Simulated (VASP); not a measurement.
Runs of VASP 6.6.1 on Ti. The structure is that of space group Im-3m (No. 229), or close to it. The cells are those of the table. 

```tsv
cell	gap on the mesh (eV)	pressure (GPa)
a = 2.842 Å, angles 109.5°, 1 atom	none	-11.0
a = 2.750 Å, angles 109.5°, 1 atom	none	-1.0
a = 2.749 Å, angles 109.5°, 1 atom	none	-0.9
a = 2.734 Å, angles 109.5°, 1 atom	none	(a)
```

Alike in all rows: task single point; level LDA; potentials or basis VASP PAW LDA potentials, release 64 (Ti_sv); no spin polarisation; k mesh 8 × 8 × 8; cutoff (eV) 520; smearing gaussian 0.1 eV.

Task: Estimate the missing entries.

Result: (a) 1.1.

A gap of «none» marks levels without a gap at the run's occupations.
